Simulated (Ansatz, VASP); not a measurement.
Given: the input of a run of Ansatz 0.2.0 on TiAl3.

Contents of input.yaml:

```yaml
crystal:
  lattice:
    - [-1.8720936454, 1.8720936454, 4.1932836873]
    - [1.8720936454, -1.8720936454, 4.1932836873]
    - [1.8720936454, 1.8720936454, -4.1932836873]
  atoms:
    - { symbol: Ti, position: [0.0, 0.0, 0.0] }
    - { symbol: Al, position: [0.25, 0.75, 0.5] }
    - { symbol: Al, position: [0.75, 0.25, 0.5] }
    - { symbol: Al, position: [0.5, 0.5, 0.0] }
kpoints:
  mp_grid: { grid: [10, 10, 10] }
scf:
  occupations: { method: fermi_dirac, width: 0.05 }
hamiltonian:
  xc: lda
  pseudopotentials: { kind: all_electron, lapw: { basis_error: 0.002 } }
output:
  forces: true
  stress: true
  eigenvalues: true
```

Potentials or basis: all-electron LAPW, scalar-relativistic.

Launch:

```console
$ ansatz run input.yaml --threads 2 --pin off --max-ram 6144MiB --backend cpu --events-out ev --progress --plain --runs-dir out
```

Task: Set up the same calculation for VASP 6.6.1. Potentials there: VASP PAW LDA potentials, release 64 (Ti_sv, Al).

Result: As run (the cutoff follows the program's own potentials):

Contents of INCAR:

```
SYSTEM = TiAl3
ALGO = Normal
EDIFF = 1E-6
ENCUT = 520
GGA = CA
ISIF = 2
ISMEAR = -1
LASPH = .True.
LCHARG = .False.
LREAL = .False.
LWAVE = .False.
NBANDS = 18
NELM = 100
PREC = Accurate
SIGMA = 0.05
```

The input KPOINTS:

```
k-points
0
Gamma
  10 10 10
  0 0 0
```

File POSCAR:

```
TiAl3
1.0
   -1.8720936454      1.8720936454      4.1932836873
    1.8720936454     -1.8720936454      4.1932836873
    1.8720936454      1.8720936454     -4.1932836873
Ti Al
1 3
Direct
    0.0000000000      0.0000000000      0.0000000000
    0.2500000000      0.7500000000      0.5000000000
    0.7500000000      0.2500000000      0.5000000000
    0.5000000000      0.5000000000      0.0000000000
```

Potentials or basis: VASP PAW LDA potentials, release 64 (Ti_sv, Al).

Run with:

```bash
$ cat potpaw_LDA.64/Ti_sv/POTCAR potpaw_LDA.64/Al/POTCAR > POTCAR
$ mpirun -np 1 vasp_std > vasp.out
```

Both were run:

|  | VASP | Ansatz | Ansatz less VASP |
| --- | --- | --- | --- |
| gap on the k mesh at the Fermi level (eV) | none | none | - |
| pressure (GPa) | 3.8 | 3.7 | -0.18 |
| traceless stress, the component that is largest in VASP (GPa) | 0.04 | 0.08 | +0.038 |

LDA's correlation is that of Perdew and Zunger in VASP and of Perdew and Wang (1992) in Ansatz. A gap of «none» marks a metal or a gap that the smearing closes. Ansatz ran all-electron here, and VASP with PAW potentials.
